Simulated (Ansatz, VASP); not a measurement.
## One calculation of KAgCl2, two programs

```
K Ag Cl
1.0
     2.09824    1.21142    6.67169
    -2.09824    1.21142    6.67169
     0.00000   -2.42284    6.67169
K Ag Cl
1 1 2
Direct
  0.00000 0.00000 0.00000
  0.50000 0.50000 0.50000
  0.23835 0.23835 0.23835
  0.76165 0.76165 0.76165
```

Alike in both runs: task single point; functional r2SCAN; k mesh 6 × 6 × 6; no spin polarisation.

```csv
,VASP,Ansatz
version,VASP 6.6.1,Ansatz 0.2.0
potentials or method,"VASP PAW PBE potentials, release 64 (K_sv, Ag, Cl)","plane waves, PAW"
plane-wave cutoff (eV),520,500
occupations,"gaussian, width 0.01 eV",fixed
valence electrons in the cell,34,42
```

|  | VASP | Ansatz | Ansatz less VASP |
| --- | --- | --- | --- |
| gap on the k mesh at the Fermi level (eV) | 3.08 | 3.12 | +0.043 |
| pressure (GPa) | 0.0 | 0.0 | +0.05 |

VASP's potentials were made for PBE, not for r2SCAN. VASP's potentials hold 34 valence electrons a cell and Ansatz's 42, so a difference there can come from the potentials and not from the codes.
